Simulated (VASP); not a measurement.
# P (Cmce) in VASP: single point with PBE

Aim: the single point of P with PBE.

Program: VASP 6.6.1. These are calculated values, not measurements. Logs are shortened: lines on timing, memory, paths and dates and some standing lists are left out, and cuts for length are marked.

## Step 1: The cell of the first run

It takes space group Cmce (No. 64, orthorhombic). The conventional cell has a = 3.310 Å, b = 10.500 Å, c = 4.380 Å, α = 90.00°, β = 90.00°, γ = 90.00°. P (site symmetry m) has 3 P at 2.23 to 2.26 Å within 2.9 Å.

## Step 2: Single point, PBE

Input file INCAR:

```
SYSTEM = P
PREC = Accurate
ENCUT = 520
EDIFF = 1E-6
ISMEAR = -1
SIGMA = 0.05
LREAL = .False.
LASPH = .True.
NELM = 80
ALGO = Normal
ISIF = 2
LWAVE = .False.
LCHARG = .False.
GGA = PE
NBANDS = 18
```

Input file KPOINTS:

```
regular mesh
0
Gamma
  9 9 6
  0 0 0
```

Input file POSCAR:

```
P
1.0
    1.6550000000     -5.2500000000      0.0000000000
    1.6550000000      5.2500000000      0.0000000000
    0.0000000000      0.0000000000      4.3800000000
P
4
Direct
    0.1021968657      0.8978031343      0.9203479737
    0.6021968657      0.3978031343      0.5796520263
    0.8978031343      0.1021968657      0.0796520263
    0.3978031343      0.6021968657      0.4203479737
```

Potentials or basis: VASP PAW PBE potentials, release 64 (P).

Launch:

```bash
$ cat potpaw_PBE.64/P/POTCAR > POTCAR
$ mpirun -np 1 vasp_std > vasp.out
```

OUTCAR:

```text
SYSTEM = P
   PREC = Accurate
   ENCUT = 520
   EDIFF = 1E-6
   ISMEAR = -1
   LREAL = .False.
   LASPH = .True.
   NELM = 80
   ISIF = 2
   GGA = PE

 ion  position               nearest neighbor table
   1  0.102  0.898  0.920-   2 2.23   2 2.23   3 2.26
   2  0.602  0.398  0.580-   1 2.23   1 2.23   4 2.26
   3  0.898  0.102  0.080-   4 2.23   4 2.23   1 2.26
   4  0.398  0.602  0.420-   3 2.23   3 2.23   2 2.26

  LATTYP: Found a base centered orthorhombic cell.
 ALAT       =     3.3100000000
 B/A-ratio  =     3.1722054381
 C/A-ratio  =     1.3232628399

  Lattice vectors:

 A1 = (   1.6550000000,  -5.2500000000,   0.0000000000)
 A2 = (   1.6550000000,   5.2500000000,   0.0000000000)
 A3 = (   0.0000000000,   0.0000000000,   4.3800000000)

Analysis of symmetry for initial positions (statically):
=====================================================================
 Subroutine PRICEL returns:
 Original cell was already a primitive cell.

 Routine SETGRP: Setting up the symmetry group for a
 base centered orthorhombic supercell.

 Subroutine GETGRP returns: Found  8 space group operations
 (whereof  4 operations were pure point group operations)
 out of a pool of  8 trial point group operations.

The static configuration has the point symmetry C_2h.
 The point group associated with its full space group is D_2h.

Analysis of symmetry for dynamics (positions and initial velocities):
=====================================================================
 Subroutine PRICEL returns:
 Original cell was already a primitive cell.

 Routine SETGRP: Setting up the symmetry group for a
 base centered orthorhombic supercell.

 Subroutine GETGRP returns: Found  8 space group operations
 (whereof  4 operations were pure point group operations)
 out of a pool of  8 trial point group operations.

The dynamic configuration has the point symmetry C_2h.
 The point group associated with its full space group is D_2h.

 Subroutine INISYM returns: Found  8 space group operations
 (whereof  4 operations are pure point group operations),
 and found     1 'primitive' translations

----------------------------------------------------------------------------------------

                                     Primitive cell

  volume of cell :      76.1135

  direct lattice vectors                    reciprocal lattice vectors
     1.655000000 -5.250000000  0.000000000     0.302114804 -0.095238095  0.000000000
     1.655000000  5.250000000  0.000000000     0.302114804  0.095238095  0.000000000
     0.000000000  0.000000000  4.380000000     0.000000000  0.000000000  0.228310502

  length of vectors
     5.504682098  5.504682098  4.380000000     0.316770657  0.316770657  0.228310502

  position of ions in fractional coordinates (direct lattice)
     0.102196866  0.897803134  0.920347974
     0.602196866  0.397803134  0.579652026
     0.897803134  0.102196866  0.079652026
     0.397803134  0.602196866  0.420347974

  ion indices of the primitive-cell ions
   primitive index   ion index
                 1           1
                 2           2
                 3           3
                 4           4

----------------------------------------------------------------------------------------

 KPOINTS: regular mesh

Automatic generation of k-mesh.
 Grid dimensions read from file:
 generate k-points for:    9    9    6

 Generating k-lattice:

  Cartesian coordinates                     Fractional coordinates (reciprocal lattice)
     0.033568312 -0.010582011  0.000000000     0.111111111  0.000000000  0.000000000
     0.033568312  0.010582011  0.000000000     0.000000000  0.111111111  0.000000000
     0.000000000  0.000000000  0.038051750     0.000000000  0.000000000  0.166666667

  Length of vectors
     0.035196740  0.035196740  0.038051750

  Shift w.r.t. Gamma in fractional coordinates (k-lattice)
     0.000000000  0.000000000  0.000000000

 Subroutine IBZKPT returns following result:
 ===========================================

 Found    100 irreducible k-points:

 Following reciprocal coordinates:
            Coordinates               Weight
  0.000000  0.000000  0.000000      1.000000
  0.111111  0.000000  0.000000      4.000000
  0.222222  0.000000  0.000000      4.000000
  0.333333 -0.000000  0.000000      4.000000
  0.444444  0.000000  0.000000      4.000000
  0.111111  0.111111  0.000000      2.000000
[... 16 lines left out ...]
 -0.333333  0.333333  0.000000      2.000000
  0.444444  0.444444  0.000000      2.000000
 [... further k-points ...]
   k-points           NKPTS =    100   k-points in BZ     NKDIM =    100   number of bands    NBANDS=     18
   number of dos      NEDOS =    301   number of ions     NIONS =      4
   total plane-waves  NPLWV =  63504
   dimension x,y,z NGX =    42 NGY =   42 NGZ =   36
   dimension x,y,z NGXF=    84 NGYF=   84 NGZF=   72
   ions per type =               4
   NGX,Y,Z   is equivalent  to a cutoff of  12.68, 12.68, 13.66 a.u.
   NGXF,Y,Z  is equivalent  to a cutoff of  25.37, 25.37, 27.33 a.u.
 SYSTEM =  P
   PREC   = accura    normal or accurate (medium, high low for compatibility)
   ISTART =      0    job   : 0-new  1-cont  2-samecut
   ICHARG =      2    charge: 1-file 2-atom 10-const
   ISPIN  =      1    spin polarized calculation?
   LNONCOLLINEAR =      F non collinear calculations
   LSORBIT =      F    spin-orbit coupling
   LASPH  =      T    aspherical Exc in radial PAW
   ENCUT  =  520.0 eV  38.22 Ry    6.18 a.u.  10.24 10.24  8.14*2*pi/ulx,y,z
   NELM   =     80;   NELMIN=  2; NELMDL= -5     # of ELM steps
   EDIFF  = 0.1E-05   stopping-criterion for ELM
   LREAL  =      F    real-space projection
   EDIFFG = 0.1E-04   stopping-criterion for IOM
   NSW    =      0    number of steps for IOM
   IBRION =     -1    ionic relax: 0-MD 1-quasi-New 2-CG
   NFREE  =      0    steps in history (QN), initial steepest desc. (CG)
   ISIF   =      2    stress and relaxation
   ISYM   =      2    0-nonsym 1-usesym 2-fastsym
   POTIM  = 0.5000    time-step for ionic-motion
   TEBEG  =    0.0;   TEEND  =   0.0 temperature during run
   PSTRESS=    0.0 pullay stress
   NELECT =      20.0000    total number of electrons
   NUPDOWN=      -1.0000    fix difference up-down
   EMIN   =  10.00;   EMAX   =-10.00  energy-range for DOS
   EFERMI =   0.00;   METHOD = LEGACY
   ISMEAR =    -1;   SIGMA  =   0.05  broadening in eV -4-tet -1-fermi 0-gaus
   EFERMI_NEDOS =   21; number of points for ismear=-14 and -15
   IALGO  =     38    algorithm
   IMIX   =      4    mixing-type and parameters
     AMIX     =   0.40;   BMIX     =  1.00
     AMIX_MAG =   1.60;   BMIX_MAG =  1.00
  volume/ion in A,a.u.               =      19.03       128.41
  Fermi-wavevector in a.u.,A,eV,Ry     =   1.048571  1.981511 14.959611  1.099500
  Thomas-Fermi vector in A             =   2.183498
   LORBIT       =      0    0 simple, 1 ext, 2 COOP (PROOUT), +10 PAW based schemes
   GGA     = PE    functional components
   LHFCALC =     F    Hartree Fock is set to
   AEXX    =    0.0000 exact exchange contribution
   IVDW    =     0    specifies the selected vdW correction
   LEPSILON=     F    determine dielectric tensor
   LRPA    =     F    only Hartree local field effects (RPA)
 non-spin polarized calculation
  energy-cutoff  :      520.00
  volume of cell :       76.11
 maximum number of plane-waves:      2076
 NGX is ok and might be reduce to    42
   NGX = 21   NGY = 21   NGZ = 17

 number of electron      19.9999999 magnetization

 Free energy of the ion-electron system (eV)
  ---------------------------------------------------
  ext. energy  EPLUGINS =         0.00000000
  ---------------------------------------------------
  free energy    TOTEN  =       -21.46691020 eV

  energy without entropy =      -21.46504543  energy(sigma->0) =      -21.46597781

 E-fermi :   6.6206     XC(G=0):  -9.8570

 val. band max:        6.6180508782   @ k =   0.4444   0.4444   0.0000
 cond. band min:       6.6308402036   @ k =  -0.4444   0.4444   0.0000
 fundamental gap:      0.0127893254
 Fermi energy:         6.6206165473

 k-point     1 :       0.0000    0.0000    0.0000
  band No.  band energies     occupation
      1      -9.1905      2.00000
      2      -6.1854      2.00000
      3      -2.9049      2.00000
      4      -0.3615      2.00000
      5       1.6592      2.00000
      6       1.8913      2.00000
[... 10 lines left out ...]
     17      13.8220      0.00000
     18      13.9382      0.00000

 k-point     2 :       0.1111    0.0000    0.0000
  band No.  band energies     occupation
      1      -9.0369      2.00000
      2      -6.0513      2.00000
      3      -2.9926      2.00000
      4      -0.2139      2.00000
      5       1.4762      2.00000
      6       1.7882      2.00000
[... 10 lines left out ...]
     17      12.6101      0.00000
     18      13.6690      0.00000

 k-point     3 :       0.2222    0.0000    0.0000
  band No.  band energies     occupation
      1      -8.5801      2.00000
      2      -5.6482      2.00000
      3      -3.4224      2.00000
      4       0.1751      2.00000
      5       0.2119      2.00000
      6       1.0380      2.00000
[... 10 lines left out ...]
     17      11.6109      0.00000
     18      13.4843      0.00000

 k-point     4 :       0.3333   -0.0000    0.0000
  band No.  band energies     occupation
      1      -7.8338      2.00000
      2      -4.9744      2.00000
      3      -4.3867      2.00000
      4      -1.3850      2.00000
      5       0.8345      2.00000
      6       0.8371      2.00000
[... 375 lines left out ...]
      4       0.5560      2.00000
      5       1.0513      2.00000
      6       1.3559      2.00000
[... 10 lines left out ...]
     17      12.1695      0.00000
     18      12.7127      0.00000

 k-point    23 :      -0.3333    0.3333    0.0000
  band No.  band energies     occupation
      1      -9.0181      2.00000
      2      -6.6202      2.00000
      3      -2.8024      2.00000
      4       0.2568      2.00000
      5       1.2535      2.00000
      6       1.3973      2.00000
[... 10 lines left out ...]
     17      12.5724      0.00000
     18      13.5166      0.00000

 k-point    24 :       0.4444    0.4444    0.0000
  band No.  band energies     occupation
      1      -8.8037      2.00000
      2      -6.6146      2.00000
      3      -2.8904      2.00000
      4       0.8457      2.00000
      5       1.0040      2.00000
      6       1.0698      2.00000
[... 10 lines left out ...]
     17      12.6724      0.00000
     18      12.7050      0.00000

 [... further k-points ...]
[... 5 lines left out ...]
  --------------------------------------------------------------------------------------
  -------------------------------------------------------------------------------------
  Total        0.6119847      0.6851199      0.5098509      0.0000000      0.0000000      0.0000000
  in kB       12.8821904     14.4216766     10.7322882      0.0000000      0.0000000      0.0000000
  external PRESSURE =      12.6787184 kB  Pullay stress =       0.0000000 kB

 VOLUME and BASIS-vectors are now :
 -----------------------------------------------------------------------------
  energy-cutoff  :      520.00
  volume of cell :       76.11
      direct lattice vectors                 reciprocal lattice vectors
     1.655000000 -5.250000000  0.000000000     0.302114804 -0.095238095  0.000000000
     1.655000000  5.250000000  0.000000000     0.302114804  0.095238095  0.000000000
     0.000000000  0.000000000  4.380000000     0.000000000  0.000000000  0.228310502

 POSITION                                       TOTAL-FORCE (eV/Angst)
 -----------------------------------------------------------------------------------
      1.65500      4.17693      4.03112         0.000000      0.038551     -0.050536
      1.65500     -1.07307      2.53888         0.000000      0.038551      0.050536
      1.65500     -4.17693      0.34888         0.000000     -0.038551      0.050536
      1.65500      1.07307      1.84112         0.000000     -0.038551     -0.050536
 -----------------------------------------------------------------------------------
    total drift:                                0.000000     -0.000000      0.000000

  FREE ENERGIE OF THE ION-ELECTRON SYSTEM (eV)
  ---------------------------------------------------
  free  energy   TOTEN  =       -21.4669102027 eV

  energy  without entropy=      -21.4650454273  energy(sigma->0) =      -21.46597781
```

Run time: 3.9 min. Hardware: 1 thread of Intel Xeon 8259CL, shared host; peak memory 0.28 GiB.

What came out:

* Free energy: -21.4669 eV
* Pressure: 1.3 GPa
* Largest force: 0.064 eV/Å
* Band gap on the k mesh: zero (filled and empty bands touch)

Forces in eV/Å, atoms in the order of the input:
```
P    0.000  0.039 -0.051
P    0.000  0.039  0.051
P    0.000 -0.039  0.051
P    0.000 -0.039 -0.051
```

Levels at points of the mesh, in eV from the Fermi level:
```
           k point  band 7  band 8  band 9  band 10  band 11  band 12  band 13  band 14
(0.00, 0.00, 0.00)   -3.96   -2.90   -2.52    -1.41     0.70     1.18     1.94     3.04
(0.00, 0.00, 0.50)   -3.10   -3.10   -1.28    -1.28     1.46     1.46     2.56     2.56
```
